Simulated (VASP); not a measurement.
# C (Fd-3m) in VASP: further runs, part 2 of 2

VASP 6.6.1.

### 4 Single point, PBE (volume scaled by 1.03)

The input, INCAR:

```
SYSTEM = C
  PREC = Accurate
  ENCUT = 520
  EDIFF = 1E-7
  ISMEAR = -1
  SIGMA = 0.03
  LREAL = .False.
  LASPH = .True.
  NELM = 100
  ALGO = Normal
  ISIF = 2
  LWAVE = .False.
  LCHARG = .False.
  GGA = PE
  NBANDS = 11
```

The input, KPOINTS:

```
regular mesh
0
Gamma
  16 16 16
  0 0 0
```

The input, POSCAR:

```
C
1.0
    0.0000000000      1.8010585742      1.8010585742
    1.8010585742      0.0000000000      1.8010585742
    1.8010585742      1.8010585742      0.0000000000
C
2
Direct
    0.5000000000      0.5000000000      0.5000000000
    0.7500000000      0.7500000000      0.7500000000
```

On the command line:

```sh
$ cat potpaw_PBE.64/C/POTCAR > POTCAR
$ mpirun -np 1 vasp_std > vasp.out
```

It took 14 s on 1 thread of AMD EPYC 7R13 (Zen 3), shared host; peak memory 0.09 GiB.

It converged, with:

| Quantity | Value |
| --- | --- |
| Free energy | -18.1774 eV |
| Pressure | -10.0 GPa |
| Band gap on the k mesh | 4.07 eV, indirect (least direct gap 5.51 eV) |

Levels at points of the mesh, in eV from the valence-band top:
| k point | band 2 | band 3 | band 4 | band 5 | band 6 | band 7 |
| --- | --- | --- | --- | --- | --- | --- |
| (0.00, 0.00, 0.00) | 0.00 | 0.00 | 0.00 | 5.51 | 5.51 | 5.51 |
| (0.50, 0.00, 0.00) | -13.05 | -2.72 | -2.72 | 8.33 | 8.33 | 8.45 |
| (0.50, 0.50, 0.00) | -12.56 | -6.12 | -6.12 | 4.70 | 4.70 | 16.36 |

 A k mesh can miss the band edges.

### 5 Single point, PBE (volume scaled by 1.06)

The input, INCAR:

```
ALGO = Normal
EDIFF = 1E-7
ENCUT = 520
GGA = PE
ISIF = 2
ISMEAR = -1
LASPH = T
LCHARG = F
LREAL = F
LWAVE = F
NBANDS = 11
NELM = 80
PREC = Accurate
SIGMA = 0.03
```

The input, KPOINTS:

```
k-points
0
Gamma
  16 16 16
```

The input, POSCAR:

```
C
1.0
    0.0000000000      1.8183775075      1.8183775075
    1.8183775075      0.0000000000      1.8183775075
    1.8183775075      1.8183775075      0.0000000000
C
2
Direct
    0.5000000000      0.5000000000      0.5000000000
    0.7500000000      0.7500000000      0.7500000000
```

Potentials or basis: VASP PAW PBE potentials, release 64 (C).

On the command line:

```sh
$ cat potpaw_PBE.64/C/POTCAR > POTCAR
$ mpirun -np 1 vasp_std > vasp.out
```

OUTCAR:

```text
EDIFF = 1E-7
   ENCUT = 520
   GGA = PE
   ISIF = 2
   ISMEAR = -1
   LASPH = T
   LREAL = F
   NELM = 80
   PREC = Accurate

 ion  position               nearest neighbor table
   1  0.500  0.500  0.500-   2 1.57   2 1.57   2 1.57   2 1.57
   2  0.750  0.750  0.750-   1 1.57   1 1.57   1 1.57   1 1.57

  LATTYP: Found a face centered cubic cell.
 ALAT       =     3.6367550150

  Lattice vectors:

 A1 = (   0.0000000000,   1.8183775075,   1.8183775075)
[... 513 lines left out ...]
      5      14.6116      0.00000
      6      15.0821      0.00000
      7      15.3591      0.00000
      8      21.2065      0.00000
      9      27.9328      0.00000
     10      31.6015      0.00000
     11      32.7960      0.00000

 [... further k-points ...]
[... 5 lines left out ...]
  --------------------------------------------------------------------------------------
  -------------------------------------------------------------------------------------
  Total       -1.5585762     -1.5585762     -1.5585762     -0.0000000     -0.0000000     -0.0000000
  in kB     -207.6617308   -207.6617308   -207.6617308     -0.0000000     -0.0000000     -0.0000000
  external PRESSURE =    -207.6617308 kB  Pullay stress =       0.0000000 kB

 VOLUME and BASIS-vectors are now :
 -----------------------------------------------------------------------------
  energy-cutoff  :      520.00
  volume of cell :       12.02
      direct lattice vectors                 reciprocal lattice vectors
     0.000000000  1.818377507  1.818377507    -0.274970405  0.274970405  0.274970405
     1.818377507  0.000000000  1.818377507     0.274970405 -0.274970405  0.274970405
     1.818377507  1.818377507  0.000000000     0.274970405  0.274970405 -0.274970405

 POSITION                                       TOTAL-FORCE (eV/Angst)
 -----------------------------------------------------------------------------------
      1.81838      1.81838      1.81838         0.000000      0.000000      0.000000
      2.72757      2.72757      2.72757        -0.000000     -0.000000     -0.000000
 -----------------------------------------------------------------------------------
    total drift:                                0.000000     -0.000000      0.000000

  FREE ENERGIE OF THE ION-ELECTRON SYSTEM (eV)
  ---------------------------------------------------
  free  energy   TOTEN  =       -18.1449947550 eV

  energy  without entropy=      -18.1449947550  energy(sigma->0) =      -18.14499476
```

stdout:

```text
POSCAR found type information on POSCAR C
 POSCAR found :  1 types and       2 ions
 scaLAPACK will be used
 LDA part: xc-table for (Slater+PW92), standard interpolation
 POSCAR, INCAR and KPOINTS ok, starting setup
 FFT: planning ... GRIDC
 FFT: planning ... GRID_SOFT
 FFT: planning ... GRID
 WAVECAR not read
 entering main loop
```

Wall time 14 s (1 thread of AMD EPYC 7R13 (Zen 3), shared host); peak memory 0.1 GiB.

Results:

```
Free energy            : -18.1450 eV
Pressure               : -20.8 GPa
Band gap on the k mesh : 4.01 eV, indirect (least direct gap 5.43 eV)
```

 A k mesh can miss the band edges.

### 6 Overview

```tsv
cell	gap on the mesh (eV)	pressure (GPa)
a = 2.471 Å, angles 60.0°, 2 atoms	4.27	32.9
a = 2.497 Å, angles 60.0°, 2 atoms	4.20	16.7
a = 2.547 Å, angles 60.0°, 2 atoms	4.07	-10.0
a = 2.572 Å, angles 60.0°, 2 atoms	4.01	-20.8
```

Alike in all rows: task single point; level PBE; potentials or basis VASP PAW PBE potentials, release 64 (C); no spin polarisation; k mesh 16 × 16 × 16; cutoff (eV) 520; smearing fermi-dirac 0.03 eV.

Absolute energies hang on the potentials; compare differences alone.
